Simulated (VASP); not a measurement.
# AgCl (Cmcm) in VASP: notebook

Runs on AgCl. Level: PBEsol. Tasks: electric field gradients.

Everything below comes from runs of VASP 6.6.1. Logs are shortened: lines on timing, memory, paths and dates and some standing lists are left out, and cuts for length are marked.

### Step 1. The cell of the first run

The structure is orthorhombic, space group Cmcm (No. 63). Conventional cell: a = 3.754 Å, b = 11.150 Å, c = 3.937 Å, α = 90.00°, β = 90.00°, γ = 90.00°. Within 3.6 Å of Ag (site symmetry m2m) lie 7 Cl at 2.74 to 3.25 Å and 2 Ag at 3.03 Å. Cl (site symmetry m2m) has 7 Ag at 2.74 to 3.25 Å and 2 Cl at 3.59 Å within 3.6 Å.

### Step 2. Electric field gradients, PBEsol (20.60 Å³/atom)

INCAR

```
ALGO = Normal
EDIFF = 1E-8
ENCUT = 520
GGA = PS
ISIF = 2
ISMEAR = -1
LASPH = True
LCHARG = False
LEFG = True
LREAL = False
LWAVE = False
NBANDS = 26
NELM = 80
PREC = Accurate
SIGMA = 0.03
```

KPOINTS

```
k-points
0
Gamma
  9 9 8
```

POSCAR

```
AgCl
1.0
    1.8771253955     -5.5750558207      0.0000000000
    1.8771253955      5.5750558207      0.0000000000
    0.0000000000      0.0000000000      3.9370741147
Ag Cl
2 2
Direct
    0.3965554000      0.6034446000      0.7500000000
    0.6034446000      0.3965554000      0.2500000000
    0.8654487300      0.1345512700      0.2500000000
    0.1345512700      0.8654487300      0.7500000000
```

Potentials or basis: VASP PAW PBE potentials, release 64 (Ag, Cl).

Started as:

```
> cat potpaw_PBE.64/Ag/POTCAR potpaw_PBE.64/Cl/POTCAR > POTCAR
> mpirun -np 1 vasp_std > vasp.out
```

OUTCAR:

```text
EDIFF = 1E-8
   ENCUT = 520
   GGA = PS
   ISIF = 2
   ISMEAR = -1
   LASPH = True
   LREAL = False
   NELM = 80
   PREC = Accurate

 ion  position               nearest neighbor table
   1  0.397  0.603  0.750-   3 2.74   3 2.74   3 2.74   3 2.74   4 2.92   2 3.03   2 3.03
   2  0.603  0.397  0.250-   4 2.74   4 2.74   4 2.74   4 2.74   3 2.92   1 3.03   1 3.03
   3  0.865  0.135  0.250-   1 2.74   1 2.74   1 2.74   1 2.74   2 2.92
   4  0.135  0.865  0.750-   2 2.74   2 2.74   2 2.74   2 2.74   1 2.92

  LATTYP: Found a base centered orthorhombic cell.
 ALAT       =     3.7542507910
 B/A-ratio  =     2.9699964819
 C/A-ratio  =     1.0486976853

  Lattice vectors:

 A1 = (   1.8771253955,  -5.5750558207,   0.0000000000)
 A2 = (   1.8771253955,   5.5750558207,   0.0000000000)
 A3 = (   0.0000000000,   0.0000000000,   3.9370741147)

Analysis of symmetry for initial positions (statically):
=====================================================================
 Subroutine PRICEL returns:
 Original cell was already a primitive cell.

 Routine SETGRP: Setting up the symmetry group for a
 base centered orthorhombic supercell.

 Subroutine GETGRP returns: Found  8 space group operations
 (whereof  4 operations were pure point group operations)
 out of a pool of  8 trial point group operations.

The static configuration has the point symmetry C_2h.
 The point group associated with its full space group is D_2h.

Analysis of symmetry for dynamics (positions and initial velocities):
=====================================================================
 Subroutine PRICEL returns:
 Original cell was already a primitive cell.

 Routine SETGRP: Setting up the symmetry group for a
 base centered orthorhombic supercell.

 Subroutine GETGRP returns: Found  8 space group operations
 (whereof  4 operations were pure point group operations)
 out of a pool of  8 trial point group operations.

The dynamic configuration has the point symmetry C_2h.
 The point group associated with its full space group is D_2h.

 Subroutine INISYM returns: Found  8 space group operations
 (whereof  4 operations are pure point group operations),
 and found     1 'primitive' translations
[... 142 lines left out ...]
  ---------------------------------------------------
  free energy    TOTEN  =       -11.99899821 eV

  energy without entropy =      -11.99898170  energy(sigma->0) =      -11.99898996

 E-fermi :   4.2097     XC(G=0): -10.4423

 val. band max:        4.0050057260   @ k =   0.2222   0.2222   0.0000
 cond. band min:       4.3402610541   @ k =   0.0000   0.0000   0.0000
 fundamental gap:      0.3352553281
 Fermi energy:         4.2097094717

 k-point     1 :       0.0000    0.0000    0.0000
  band No.  band energies     occupation
      1     -11.0776      2.00000
      2     -10.4726      2.00000
      3      -0.4933      2.00000
      4       0.5886      2.00000
      5       0.7980      2.00000
      6       0.9075      2.00000
[... 685 lines left out ...]
     25      14.2942      0.00000
     26      15.3139      0.00000

 [... further k-points ...]

------------------------ aborting loop because EDIFF is reached ----------------------------------------

  FORCE on cell =-STRESS in cart. coord.  units (eV):
  Direction    XX          YY          ZZ          XY          YZ          ZX
  --------------------------------------------------------------------------------------
  -------------------------------------------------------------------------------------
  Total       -1.8729178     -1.4053755     -2.0367262      0.0000000     -0.0000000      0.0000000
  in kB      -36.4152424    -27.3247924    -39.6001792      0.0000000     -0.0000000      0.0000000
  external PRESSURE =     -34.4467380 kB  Pullay stress =       0.0000000 kB

 VOLUME and BASIS-vectors are now :
 -----------------------------------------------------------------------------
  energy-cutoff  :      520.00
  volume of cell :       82.40
      direct lattice vectors                 reciprocal lattice vectors
     1.877125396 -5.575055821  0.000000000     0.266364730 -0.089685201  0.000000000
     1.877125396  5.575055821  0.000000000     0.266364730  0.089685201  0.000000000
     0.000000000  0.000000000  3.937074115     0.000000000  0.000000000  0.253995726

 POSITION                                       TOTAL-FORCE (eV/Angst)
 -----------------------------------------------------------------------------------
      1.87713      1.15342      2.95281         0.000000     -0.015460     -0.000000
      1.87713     -1.15342      0.98427         0.000000      0.015460      0.000000
      1.87713     -4.07479      0.98427         0.000000     -0.036120     -0.000000
      1.87713      4.07479      2.95281         0.000000      0.036120     -0.000000
 -----------------------------------------------------------------------------------
    total drift:                                0.000000     -0.000000      0.000000

  FREE ENERGIE OF THE ION-ELECTRON SYSTEM (eV)
  ---------------------------------------------------
  free  energy   TOTEN  =       -11.9989982101 eV

  energy  without entropy=      -11.9989817031  energy(sigma->0) =      -11.99898996

 Electric field gradients (V/A^2)
---------------------------------------------------------------------
 ion       V_xx      V_yy      V_zz      V_xy      V_xz      V_yz
---------------------------------------------------------------------
   1     -22.470    50.347   -27.877     0.000     0.000    -0.000
   2     -22.470    50.347   -27.877    -0.000     0.000     0.000
   3      34.889   -54.934    20.044     0.000    -0.000     0.000
   4      34.889   -54.934    20.044     0.000     0.000    -0.000
---------------------------------------------------------------------

 Electric field gradients after diagonalization (V/A^2)
 (convention: |V_zz| > |V_xx| > |V_yy|)
----------------------------------------------------------------------
 ion       V_xx      V_yy      V_zz     asymmetry (V_yy - V_xx)/ V_zz
----------------------------------------------------------------------
   1     -27.877   -22.470    50.347       0.107
   2     -27.877   -22.470    50.347       0.107
   3      34.889    20.044   -54.934       0.270
   4      34.889    20.044   -54.934       0.270
----------------------------------------------------------------------

           NMR quadrupolar parameters

 Cq : quadrupolar parameter    Cq=e*Q*V_zz/h
 eta: asymmetry parameters     (V_yy - V_xx)/ V_zz
 Q  : nuclear electric quadrupole moment in mb (millibarn)
----------------------------------------------------------------------
 ion       Cq(MHz)       eta       Q (mb)
----------------------------------------------------------------------
   1       0.122       0.107       1.000
   2       0.122       0.107       1.000
   3      -0.133       0.270       1.000
   4      -0.133       0.270       1.000
----------------------------------------------------------------------
```

Wall time 3.5 min (1 thread of Intel Xeon Platinum 8488C (Sapphire Rapids), shared host); peak memory 0.39 GiB.

What came out:

| Quantity | Value |
| --- | --- |
| Free energy | -11.9990 eV |
| Pressure | -3.4 GPa |
| Largest force | 0.036 eV/Å |
| Band gap on the k mesh | 0.34 eV (least direct gap 1.79 eV) |
| Largest electric field gradient by atom | Ag +50.3; Cl -54.9 V/Å² |

Forces in eV/Å, atoms in the order of the input:
```
Ag   0.000 -0.015  0.000
Ag   0.000  0.015  0.000
Cl   0.000 -0.036  0.000
Cl   0.000  0.036  0.000
```

Levels at points of the mesh, in eV from the valence-band top:
```tsv
k point	band 14	band 15	band 16	band 17	band 18	band 19	band 20	band 21	band 22	band 23
(0.00, 0.00, 0.00)	-2.23	-2.18	-1.74	-1.63	-1.46	0.34	3.02	7.55	8.28	9.91
(0.00, 0.00, 0.50)	-2.28	-1.27	-1.27	-0.09	-0.09	4.25	4.25	6.66	6.66	8.10
```

Electric field gradients, principal values (V/Å²):
```
atom    least   middle  greatest (by size)
1 Ag  -22.470  -27.877              50.347
2 Ag  -22.470  -27.877              50.347
3 Cl   20.044   34.889             -54.934
4 Cl   20.044   34.889             -54.934
```

Caveat: the cell stands under tension; semilocal functionals underestimate gaps, and a narrow one can read as zero; without QUAD_EFG the Cq values of the log hold for a quadrupole moment of 1 mb, not for the nuclei; the PAW data sets were made with another functional, which shifts forces and pressure a little.

### Step 3. Electric field gradients, PBEsol (20.60 Å³/atom)

INCAR

```
SYSTEM = AgCl
ALGO = Normal
EDIFF = 1E-8
ENCUT = 520
GGA = PS
ISIF = 2
ISMEAR = -1
LASPH = .True.
LCHARG = .False.
LEFG = .True.
LREAL = .False.
LWAVE = .False.
NBANDS = 26
NELM = 80
PREC = Accurate
SIGMA = 0.03
```

KPOINTS

```
k-points
0
Gamma
  9 9 8
  0 0 0
```

POSCAR is that of step 2.

Potentials or basis: VASP PAW PBE potentials, release 64 (Ag, Cl).

Started as:

```
> cat potpaw_PBE.64/Ag/POTCAR potpaw_PBE.64/Cl/POTCAR > POTCAR
> mpirun -np 1 vasp_std > vasp.out
```

OUTCAR:

```text
SYSTEM = AgCl
   EDIFF = 1E-8
   ENCUT = 520
   GGA = PS
   ISIF = 2
   ISMEAR = -1
   LASPH = .True.
   LREAL = .False.
   NELM = 80
   PREC = Accurate

 ion  position               nearest neighbor table
   1  0.397  0.603  0.750-   3 2.74   3 2.74   3 2.74   3 2.74   4 2.92   2 3.03   2 3.03
   2  0.603  0.397  0.250-   4 2.74   4 2.74   4 2.74   4 2.74   3 2.92   1 3.03   1 3.03
   3  0.865  0.135  0.250-   1 2.74   1 2.74   1 2.74   1 2.74   2 2.92
   4  0.135  0.865  0.750-   2 2.74   2 2.74   2 2.74   2 2.74   1 2.92

  LATTYP: Found a base centered orthorhombic cell.
 ALAT       =     3.7542507910
 B/A-ratio  =     2.9699964819
 C/A-ratio  =     1.0486976853

  Lattice vectors:

 A1 = (   1.8771253955,  -5.5750558207,   0.0000000000)
 A2 = (   1.8771253955,   5.5750558207,   0.0000000000)
 A3 = (   0.0000000000,   0.0000000000,   3.9370741147)

Analysis of symmetry for initial positions (statically):
=====================================================================
 Subroutine PRICEL returns:
 Original cell was already a primitive cell.

 Routine SETGRP: Setting up the symmetry group for a
 base centered orthorhombic supercell.

 Subroutine GETGRP returns: Found  8 space group operations
 (whereof  4 operations were pure point group operations)
 out of a pool of  8 trial point group operations.

The static configuration has the point symmetry C_2h.
 The point group associated with its full space group is D_2h.

Analysis of symmetry for dynamics (positions and initial velocities):
=====================================================================
 Subroutine PRICEL returns:
 Original cell was already a primitive cell.
[... 867 lines left out ...]

  FORCE on cell =-STRESS in cart. coord.  units (eV):
  Direction    XX          YY          ZZ          XY          YZ          ZX
  --------------------------------------------------------------------------------------
  -------------------------------------------------------------------------------------
  Total       -1.8729178     -1.4053755     -2.0367262      0.0000000     -0.0000000      0.0000000
  in kB      -36.4152424    -27.3247924    -39.6001792      0.0000000     -0.0000000      0.0000000
  external PRESSURE =     -34.4467380 kB  Pullay stress =       0.0000000 kB

 VOLUME and BASIS-vectors are now :
 -----------------------------------------------------------------------------
  energy-cutoff  :      520.00
  volume of cell :       82.40
      direct lattice vectors                 reciprocal lattice vectors
     1.877125396 -5.575055821  0.000000000     0.266364730 -0.089685201  0.000000000
     1.877125396  5.575055821  0.000000000     0.266364730  0.089685201  0.000000000
     0.000000000  0.000000000  3.937074115     0.000000000  0.000000000  0.253995726

 POSITION                                       TOTAL-FORCE (eV/Angst)
 -----------------------------------------------------------------------------------
      1.87713      1.15342      2.95281         0.000000     -0.015460     -0.000000
      1.87713     -1.15342      0.98427         0.000000      0.015460      0.000000
      1.87713     -4.07479      0.98427         0.000000     -0.036120     -0.000000
      1.87713      4.07479      2.95281         0.000000      0.036120     -0.000000
 -----------------------------------------------------------------------------------
    total drift:                                0.000000     -0.000000      0.000000

  FREE ENERGIE OF THE ION-ELECTRON SYSTEM (eV)
  ---------------------------------------------------
  free  energy   TOTEN  =       -11.9989982101 eV

  energy  without entropy=      -11.9989817031  energy(sigma->0) =      -11.99898996

 Electric field gradients (V/A^2)
---------------------------------------------------------------------
 ion       V_xx      V_yy      V_zz      V_xy      V_xz      V_yz
---------------------------------------------------------------------
   1     -22.470    50.347   -27.877     0.000     0.000    -0.000
   2     -22.470    50.347   -27.877    -0.000     0.000     0.000
   3      34.889   -54.934    20.044     0.000    -0.000     0.000
   4      34.889   -54.934    20.044     0.000     0.000    -0.000
---------------------------------------------------------------------

 Electric field gradients after diagonalization (V/A^2)
 (convention: |V_zz| > |V_xx| > |V_yy|)
----------------------------------------------------------------------
 ion       V_xx      V_yy      V_zz     asymmetry (V_yy - V_xx)/ V_zz
----------------------------------------------------------------------
   1     -27.877   -22.470    50.347       0.107
   2     -27.877   -22.470    50.347       0.107
   3      34.889    20.044   -54.934       0.270
   4      34.889    20.044   -54.934       0.270
----------------------------------------------------------------------

           NMR quadrupolar parameters

 Cq : quadrupolar parameter    Cq=e*Q*V_zz/h
 eta: asymmetry parameters     (V_yy - V_xx)/ V_zz
 Q  : nuclear electric quadrupole moment in mb (millibarn)
----------------------------------------------------------------------
 ion       Cq(MHz)       eta       Q (mb)
----------------------------------------------------------------------
   1       0.122       0.107       1.000
   2       0.122       0.107       1.000
   3      -0.133       0.270       1.000
   4      -0.133       0.270       1.000
----------------------------------------------------------------------
```

OSZICAR:

```text
N       E                     dE             d eps       ncg     rms          rms(c)
DAV:   1     0.233582790889E+03    0.23358E+03   -0.17684E+04  6500   0.129E+03
DAV:   2     0.264999074314E+00   -0.23332E+03   -0.22221E+03  7374   0.283E+02
DAV:   3    -0.123398201572E+02   -0.12605E+02   -0.12504E+02  7672   0.666E+01
DAV:   4    -0.124750321015E+02   -0.13521E+00   -0.13506E+00  7356   0.751E+00
DAV:   5    -0.124768280170E+02   -0.17959E-02   -0.17958E-02  7646   0.893E-01    0.896E+00
DAV:   6    -0.120040624350E+02    0.47277E+00   -0.10848E+00  7074   0.115E+01    0.622E+00
DAV:   7    -0.120057274578E+02   -0.16650E-02   -0.30117E-01  6782   0.301E+00    0.278E+00
DAV:   8    -0.119996179163E+02    0.61095E-02   -0.18525E-02  6958   0.132E+00    0.626E-01
DAV:   9    -0.119989272440E+02    0.69067E-03   -0.38935E-03  7372   0.688E-01    0.104E-01
DAV:  10    -0.119989734207E+02   -0.46177E-04   -0.33844E-04  7050   0.114E-01    0.549E-02
DAV:  11    -0.119990009750E+02   -0.27554E-04   -0.29009E-05  6784   0.544E-02    0.177E-02
DAV:  12    -0.119989983317E+02    0.26433E-05   -0.75042E-06  7118   0.378E-02    0.304E-03
DAV:  13    -0.119989982686E+02    0.63123E-07   -0.14225E-06  7100   0.670E-03    0.317E-03
DAV:  14    -0.119989982512E+02    0.17397E-07   -0.16629E-07  6912   0.465E-03    0.168E-03
DAV:  15    -0.119989982213E+02    0.29937E-07   -0.35751E-08  6620   0.111E-03    0.561E-04
DAV:  16    -0.119989982043E+02    0.16981E-07   -0.26213E-09  4116   0.559E-04    0.274E-04
DAV:  17    -0.119989982101E+02   -0.57553E-08   -0.25188E-09  3444   0.527E-04
   1 F= -.11998998E+02 E0= -.11998990E+02  d E =-.165070E-04
```

stdout:

```text
POSCAR found type information on POSCAR AgCl
 POSCAR found :  2 types and       4 ions
 scaLAPACK will be used
 -----------------------------------------------------------------------------
|                                                                             |
|                                                                             |
|     You enforced a specific xc type in the INCAR file but a different       |
|     I HOPE YOU KNOW WHAT YOU ARE DOING!                                     |
|                                                                             |
 -----------------------------------------------------------------------------

 LDA part: xc-table for (Slater+PW92), standard interpolation
 POSCAR, INCAR and KPOINTS ok, starting setup
 FFT: planning ... GRIDC
 FFT: planning ... GRID_SOFT
 FFT: planning ... GRID
 WAVECAR not read
 entering main loop
ion   1

ion   2

ion   3

ion   4
```

Run time: 3.3 min. Hardware: 1 thread of Intel Xeon Platinum 8488C (Sapphire Rapids), shared host; peak memory 0.39 GiB.

What came out:

```
Free energy                             : -11.9990 eV
Pressure                                : -3.4 GPa
Largest force                           : 0.036 eV/Å
Band gap on the k mesh                  : 0.34 eV (least direct gap 1.79 eV)
Largest electric field gradient by atom : Ag +50.3; Cl -54.9 V/Å²
```

Forces on the atoms (eV/Å):
```
Ag   0.000 -0.015  0.000
Ag   0.000  0.015  0.000
Cl   0.000 -0.036  0.000
Cl   0.000  0.036  0.000
```

Electric field gradients, principal values (V/Å²):
```tsv
atom	least	middle	greatest (by size)
1 Ag	-22.470	-27.877	50.347
2 Ag	-22.470	-27.877	50.347
3 Cl	20.044	34.889	-54.934
4 Cl	20.044	34.889	-54.934
```

Caveat: the cell stands under tension; semilocal functionals underestimate gaps, and a narrow one can read as zero; without QUAD_EFG the Cq values of the log hold for a quadrupole moment of 1 mb, not for the nuclei; the PAW data sets were made with another functional, which shifts forces and pressure a little.
